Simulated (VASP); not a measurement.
# SiC (Fm-3m) in VASP: notebook

The runs below take SiC through single point, with r2SCAN.

All numbers are computed with VASP 6.6.1; they aren't measurements. Logs are shortened: lines on timing, memory, paths and dates and some standing lists are left out, and cuts for length are marked.

## Step 1: The cell of the first run

It takes space group Fm-3m (No. 225, cubic). The conventional cell has a = 3.858 Å, b = 3.858 Å, c = 3.858 Å, α = 90.00°, β = 90.00°, γ = 90.00°. C (site symmetry m-3m) has 6 Si at 1.93 Å within 2.6 Å. Within 2.6 Å of Si (site symmetry m-3m) lie 6 C at 1.93 Å.

## Step 2: Single point, r2SCAN (7.18 Å³/atom)

Input file POSCAR:

```
SiC
1.0
    0.0000000000      1.9288921332      1.9288921332
    1.9288921332      0.0000000000      1.9288921332
    1.9288921332      1.9288921332      0.0000000000
C Si
1 1
Direct
    0.0000000000      0.0000000000      0.0000000000
    0.5000000000      0.5000000000      0.5000000000
```

Input file INCAR.step1:

```
SYSTEM = SiC
  PREC = Accurate
  ENCUT = 520
  ISMEAR = 0
  SIGMA = 0.05
  LREAL = .False.
  LASPH = .True.
  NELM = 60
  NBANDS = 11
  GGA = PE
  ALGO = Normal
  EDIFF = 1E-4
  LWAVE = .True.
  LCHARG = .False.
```

Input file INCAR.step2:

```
SYSTEM = SiC
  PREC = Accurate
  ENCUT = 520
  EDIFF = 1E-6
  ISMEAR = 0
  SIGMA = 0.05
  LREAL = .False.
  LASPH = .True.
  NELM = 60
  ALGO = Normal
  ISIF = 2
  LWAVE = .False.
  LCHARG = .False.
  METAGGA = R2SCAN
  LMIXTAU = .True.
  NBANDS = 11
  ISTART = 1
```

Input file KPOINTS:

```
regular mesh
0
Gamma
  20 20 20
  0 0 0
```

Potentials or basis: VASP PAW PBE potentials, release 64 (C, Si).

Run with:

```bash
> cat potpaw_PBE.64/C/POTCAR potpaw_PBE.64/Si/POTCAR > POTCAR
> cp INCAR.step1 INCAR
> mpirun -np 1 vasp_std > vasp.out
> cp INCAR.step2 INCAR
> mpirun -np 1 vasp_std > vasp.out
```

OUTCAR:

```text
SYSTEM = SiC
   PREC = Accurate
   ENCUT = 520
   EDIFF = 1E-6
   ISMEAR = 0
   LREAL = .False.
   LASPH = .True.
   NELM = 60
   ISIF = 2
   METAGGA = R2SCAN
   ISTART = 1

 ion  position               nearest neighbor table
   1  0.000  0.000  0.000-   2 1.93   2 1.93   2 1.93   2 1.93   2 1.93   2 1.93
   2  0.500  0.500  0.500-   1 1.93   1 1.93   1 1.93   1 1.93   1 1.93   1 1.93

  LATTYP: Found a face centered cubic cell.
 ALAT       =     3.8577842664

  Lattice vectors:

 A1 = (   0.0000000000,   1.9288921332,   1.9288921332)
 A2 = (   1.9288921332,   0.0000000000,   1.9288921332)
 A3 = (   1.9288921332,   1.9288921332,   0.0000000000)

Analysis of symmetry for initial positions (statically):
=====================================================================
 Subroutine PRICEL returns:
 Original cell was already a primitive cell.

 Routine SETGRP: Setting up the symmetry group for a
 face centered cubic supercell.

 Subroutine GETGRP returns: Found 48 space group operations
 (whereof 48 operations were pure point group operations)
 out of a pool of 48 trial point group operations.

The static configuration has the point symmetry O_h .

Analysis of symmetry for dynamics (positions and initial velocities):
=====================================================================
 Subroutine PRICEL returns:
 Original cell was already a primitive cell.

 Routine SETGRP: Setting up the symmetry group for a
 face centered cubic supercell.

 Subroutine GETGRP returns: Found 48 space group operations
 (whereof 48 operations were pure point group operations)
 out of a pool of 48 trial point group operations.

The dynamic configuration has the point symmetry O_h .

 Subroutine INISYM returns: Found 48 space group operations
 (whereof 48 operations are pure point group operations),
 and found     1 'primitive' translations

----------------------------------------------------------------------------------------

                                     Primitive cell

  volume of cell :      14.3534

  direct lattice vectors                    reciprocal lattice vectors
     0.000000000  1.928892133  1.928892133    -0.259216154  0.259216154  0.259216154
     1.928892133  0.000000000  1.928892133     0.259216154 -0.259216154  0.259216154
     1.928892133  1.928892133  0.000000000     0.259216154  0.259216154 -0.259216154

  length of vectors
     2.727865415  2.727865415  2.727865415     0.448975549  0.448975549  0.448975549

  position of ions in fractional coordinates (direct lattice)
     0.000000000  0.000000000  0.000000000
     0.500000000  0.500000000  0.500000000

  ion indices of the primitive-cell ions
   primitive index   ion index
                 1           1
                 2           2

----------------------------------------------------------------------------------------

 KPOINTS: regular mesh

Automatic generation of k-mesh.
 Grid dimensions read from file:
 generate k-points for:   20   20   20

 Generating k-lattice:

  Cartesian coordinates                     Fractional coordinates (reciprocal lattice)
    -0.012960808  0.012960808  0.012960808     0.050000000  0.000000000  0.000000000
     0.012960808 -0.012960808  0.012960808     0.000000000  0.050000000  0.000000000
     0.012960808  0.012960808 -0.012960808     0.000000000  0.000000000  0.050000000

  Length of vectors
     0.022448777  0.022448777  0.022448777

  Shift w.r.t. Gamma in fractional coordinates (k-lattice)
     0.000000000  0.000000000  0.000000000

 Subroutine IBZKPT returns following result:
 ===========================================

 Found    256 irreducible k-points:

 Following reciprocal coordinates:
            Coordinates               Weight
  0.000000  0.000000  0.000000      1.000000
  0.050000  0.000000  0.000000      8.000000
  0.100000  0.000000  0.000000      8.000000
  0.150000  0.000000  0.000000      8.000000
  0.200000  0.000000  0.000000      8.000000
  0.250000  0.000000  0.000000      8.000000
[... 16 lines left out ...]
 -0.400000  0.050000  0.000000     24.000000
 -0.350000  0.050000  0.000000     24.000000
 [... further k-points ...]
   k-points           NKPTS =    256   k-points in BZ     NKDIM =    256   number of bands    NBANDS=     11
   number of dos      NEDOS =    301   number of ions     NIONS =      2
   total plane-waves  NPLWV =   8000
   dimension x,y,z NGX =    20 NGY =   20 NGZ =   20
   dimension x,y,z NGXF=    40 NGYF=   40 NGZF=   40
   ions per type =               1   1
   NGX,Y,Z   is equivalent  to a cutoff of  12.19, 12.19, 12.19 a.u.
   NGXF,Y,Z  is equivalent  to a cutoff of  24.38, 24.38, 24.38 a.u.
 SYSTEM =  SiC
   PREC   = accura    normal or accurate (medium, high low for compatibility)
   ISTART =      1    job   : 0-new  1-cont  2-samecut
   ICHARG =      0    charge: 1-file 2-atom 10-const
   ISPIN  =      1    spin polarized calculation?
   LNONCOLLINEAR =      F non collinear calculations
   LSORBIT =      F    spin-orbit coupling
   LASPH  =      T    aspherical Exc in radial PAW
   ENCUT  =  520.0 eV  38.22 Ry    6.18 a.u.   5.07  5.07  5.07*2*pi/ulx,y,z
   NELM   =     60;   NELMIN=  2; NELMDL=  0     # of ELM steps
   EDIFF  = 0.1E-05   stopping-criterion for ELM
   LREAL  =      F    real-space projection
   EDIFFG = 0.1E-04   stopping-criterion for IOM
   NSW    =      0    number of steps for IOM
   IBRION =     -1    ionic relax: 0-MD 1-quasi-New 2-CG
   NFREE  =      0    steps in history (QN), initial steepest desc. (CG)
   ISIF   =      2    stress and relaxation
   ISYM   =      2    0-nonsym 1-usesym 2-fastsym
   POTIM  = 0.5000    time-step for ionic-motion
   TEBEG  =    0.0;   TEEND  =   0.0 temperature during run
   PSTRESS=    0.0 pullay stress
   NELECT =       8.0000    total number of electrons
   NUPDOWN=      -1.0000    fix difference up-down
   EMIN   =  10.00;   EMAX   =-10.00  energy-range for DOS
   EFERMI =   0.00;   METHOD = LEGACY
   ISMEAR =     0;   SIGMA  =   0.05  broadening in eV -4-tet -1-fermi 0-gaus
   EFERMI_NEDOS =   21; number of points for ismear=-14 and -15
   IALGO  =     38    algorithm
   IMIX   =      4    mixing-type and parameters
     AMIX     =   0.40;   BMIX     =  1.00
     AMIX_MAG =   1.60;   BMIX_MAG =  1.00
  volume/ion in A,a.u.               =       7.18        48.43
  Fermi-wavevector in a.u.,A,eV,Ry     =   1.347267  2.545965 24.696307  1.815127
  Thomas-Fermi vector in A             =   2.475031
   LORBIT       =      0    0 simple, 1 ext, 2 COOP (PROOUT), +10 PAW based schemes
   METAGGA = R2SCAN    functional components
   LHFCALC =     F    Hartree Fock is set to
   AEXX    =    0.0000 exact exchange contribution
   IVDW    =     0    specifies the selected vdW correction
   LEPSILON=     F    determine dielectric tensor
   LRPA    =     F    only Hartree local field effects (RPA)
 non-spin polarized calculation
 Gauss-broadening in eV      SIGMA  =   0.05
  energy-cutoff  :      520.00
  volume of cell :       14.35
 maximum number of plane-waves:       396
   NGX = 11   NGY = 11   NGZ = 11

 number of electron       8.0000000 magnetization

 Free energy of the ion-electron system (eV)
  ---------------------------------------------------
  ext. energy  EPLUGINS =         0.00000000
  ---------------------------------------------------
  free energy    TOTEN  =       -17.40295017 eV

  energy without entropy =      -17.40295017  energy(sigma->0) =      -17.40295017

 E-fermi :  14.9874     XC(G=0): -14.1345

 val. band max:       14.7946051922   @ k =  -0.0500   0.0500   0.0000
 cond. band min:      15.1759405731   @ k =   0.5000   0.5000   0.0000
 fundamental gap:      0.3813353809
 Fermi energy:        14.9874458548

 k-point     1 :       0.0000    0.0000    0.0000
  band No.  band energies     occupation
      1      -6.4820      2.00000
      2      14.7842      2.00000
      3      14.7842      2.00000
      4      14.7842      2.00000
      5      24.2215      0.00000
      6      24.2215      0.00000
      7      24.2215      0.00000
      8      25.8391      0.00000
      9      30.0280      0.00000
     10      30.0280      0.00000
     11      30.5783      0.00000

 k-point     2 :       0.0500    0.0000    0.0000
  band No.  band energies     occupation
      1      -6.4120      2.00000
      2      14.3875      2.00000
      3      14.7255      2.00000
      4      14.7255      2.00000
      5      24.1385      0.00000
      6      24.3647      0.00000
      7      24.3647      0.00000
      8      25.9925      0.00000
      9      28.7541      0.00000
     10      28.7541      0.00000
     11      30.5085      0.00000

 k-point     3 :       0.1000    0.0000    0.0000
  band No.  band energies     occupation
      1      -6.2023      2.00000
      2      13.3301      2.00000
      3      14.5643      2.00000
      4      14.5643      2.00000
      5      23.8651      0.00000
      6      24.7176      0.00000
      7      24.7176      0.00000
      8      26.4959      0.00000
      9      27.4986      0.00000
     10      27.4986      0.00000
     11      30.2634      0.00000

 k-point     4 :       0.1500    0.0000    0.0000
  band No.  band energies     occupation
      1      -5.8538      2.00000
      2      11.8682      2.00000
      3      14.3363      2.00000
      4      14.3363      2.00000
      5      23.4896      0.00000
      6      24.8520      0.00000
      7      24.8520      0.00000
      8      26.8985      0.00000
      9      26.8985      0.00000
     10      27.2631      0.00000
     11      29.8787      0.00000

 k-point     5 :       0.2000    0.0000    0.0000
  band No.  band energies     occupation
      1      -5.3683      2.00000
      2      10.2104      2.00000
      3      14.0810      2.00000
      4      14.0810      2.00000
      5      23.1227      0.00000
      6      24.2359      0.00000
      7      24.2359      0.00000
      8      27.4553      0.00000
      9      27.4553      0.00000
     10      28.1264      0.00000
     11      29.4500      0.00000
[... 211 lines left out ...]
 k-point    21 :       0.5000    0.0500    0.0000
  band No.  band energies     occupation
      1      -0.5970      2.00000
      2       1.6952      2.00000
      3      12.8676      2.00000
      4      13.0338      2.00000
      5      20.8978      0.00000
      6      21.4701      0.00000
      7      22.5021      0.00000
      8      27.6832      0.00000
      9      32.3926      0.00000
     10      34.6633      0.00000
     11      35.2448      0.00000

 k-point    22 :      -0.4500    0.0500    0.0000
  band No.  band energies     occupation
      1      -0.8145      2.00000
      2       1.9514      2.00000
      3      12.7618      2.00000
      4      13.1595      2.00000
      5      21.0659      0.00000
      6      21.3605      0.00000
      7      22.5019      0.00000
      8      27.7156      0.00000
      9      32.3715      0.00000
     10      34.4006      0.00000
     11      35.0421      0.00000

 k-point    23 :      -0.4000    0.0500    0.0000
  band No.  band energies     occupation
      1      -1.7637      2.00000
      2       3.1694      2.00000
      3      12.7206      2.00000
      4      13.3386      2.00000
      5      21.4063      0.00000
      6      21.4324      0.00000
      7      22.5389      0.00000
      8      27.8879      0.00000
      9      31.8379      0.00000
     10      32.8946      0.00000
     11      34.5101      0.00000

 k-point    24 :      -0.3500    0.0500    0.0000
  band No.  band energies     occupation
      1      -2.7557      2.00000
      2       4.6550      2.00000
      3      12.7498      2.00000
      4      13.5611      2.00000
      5      21.6900      0.00000
      6      21.9092      0.00000
      7      22.6198      0.00000
      8      28.1798      0.00000
      9      30.9546      0.00000
     10      31.2374      0.00000
     11      33.4208      0.00000

 [... further k-points ...]

------------------------ aborting loop because EDIFF is reached ----------------------------------------

  FORCE on cell =-STRESS in cart. coord.  units (eV):
  Direction    XX          YY          ZZ          XY          YZ          ZX
  --------------------------------------------------------------------------------------
  -------------------------------------------------------------------------------------
  Total        4.1582358      4.1582358      4.1582358     -0.0000000      0.0000000     -0.0000000
  in kB      464.1580320    464.1580320    464.1580320     -0.0000000      0.0000000     -0.0000000
  external PRESSURE =     464.1580320 kB  Pullay stress =       0.0000000 kB

 VOLUME and BASIS-vectors are now :
 -----------------------------------------------------------------------------
  energy-cutoff  :      520.00
  volume of cell :       14.35
      direct lattice vectors                 reciprocal lattice vectors
     0.000000000  1.928892133  1.928892133    -0.259216154  0.259216154  0.259216154
     1.928892133  0.000000000  1.928892133     0.259216154 -0.259216154  0.259216154
     1.928892133  1.928892133  0.000000000     0.259216154  0.259216154 -0.259216154

 POSITION                                       TOTAL-FORCE (eV/Angst)
 -----------------------------------------------------------------------------------
      0.00000      0.00000      0.00000         0.000000      0.000000      0.000000
      1.92889      1.92889      1.92889        -0.000000      0.000000     -0.000000
 -----------------------------------------------------------------------------------
    total drift:                                0.000000     -0.000000     -0.000000

  FREE ENERGIE OF THE ION-ELECTRON SYSTEM (eV)
  ---------------------------------------------------
  free  energy   TOTEN  =       -17.4029501734 eV

  energy  without entropy=      -17.4029501734  energy(sigma->0) =      -17.40295017
```

It took 3 min on 1 thread of Intel Xeon 8259CL, shared host; peak memory 0.15 GiB.

Results:

```yaml
Free_energy: -17.4030 eV
Pressure: 46.4 GPa
Band_gap_on_the_k_mesh: 0.38 eV (least direct gap 5.58 eV)
```

Caveat: the cell stands under pressure; the PAW data sets were made with another functional, which shifts forces and pressure a little. A k mesh can miss the band edges.

## Step 3: Single point, r2SCAN (7.50 Å³/atom)

This run uses another cell than the first one, of 7.50 Å³/atom.

Input file POSCAR:

```
SiC
1.0
    0.0000000000      1.9576858131      1.9576858131
    1.9576858131      0.0000000000      1.9576858131
    1.9576858131      1.9576858131      0.0000000000
C Si
1 1
Direct
    0.0000000000      0.0000000000      0.0000000000
    0.5000000000      0.5000000000      0.5000000000
```

Input file INCAR.step1:

```
SYSTEM = SiC
PREC = Accurate
ENCUT = 520
ISMEAR = 0
SIGMA = 0.05
LREAL = .FALSE.
LASPH = .TRUE.
NELM = 100
NBANDS = 11
GGA = PE
ALGO = Normal
EDIFF = 1E-4
LWAVE = .TRUE.
LCHARG = .FALSE.
```

Input file INCAR.step2:

```
SYSTEM = SiC
PREC = Accurate
ENCUT = 520
EDIFF = 1E-6
ISMEAR = 0
SIGMA = 0.05
LREAL = .FALSE.
LASPH = .TRUE.
NELM = 100
ALGO = Normal
ISIF = 2
LWAVE = .FALSE.
LCHARG = .FALSE.
METAGGA = R2SCAN
LMIXTAU = .TRUE.
NBANDS = 11
ISTART = 1
```

Input file KPOINTS:

```
regular mesh
0
G
  20 20 20
  0 0 0
```

Potentials or basis: VASP PAW PBE potentials, release 64 (C, Si).

Run with:

```bash
> cat potpaw_PBE.64/C/POTCAR potpaw_PBE.64/Si/POTCAR > POTCAR
> cp INCAR.step1 INCAR
> mpirun -np 1 vasp_std > vasp.out
> cp INCAR.step2 INCAR
> mpirun -np 1 vasp_std > vasp.out
```

Wall time 3.3 min (1 thread of Intel Xeon 8259CL, shared host); peak memory 0.17 GiB.

Results (log left out):

- Free energy: -17.5524 eV
- Pressure: 27.5 GPa

Levels at points of the mesh, in eV from the Fermi level:
```
           k point  band 1  band 2  band 3  band 4  band 5  band 6  band 7  band 8
(0.00, 0.00, 0.00)  -20.75   -0.06   -0.06   -0.06    9.36    9.36    9.36   10.05
(0.50, 0.00, 0.00)  -15.03  -12.92   -1.51   -1.51    6.10    6.10    7.06   11.78
(0.50, 0.50, 0.00)  -12.92  -11.27   -5.05   -5.05   -0.04    2.41   17.54   17.54
```

Caveat: the cell stands under pressure; the PAW data sets were made with another functional, which shifts forces and pressure a little.

[end of part 1 of 2]
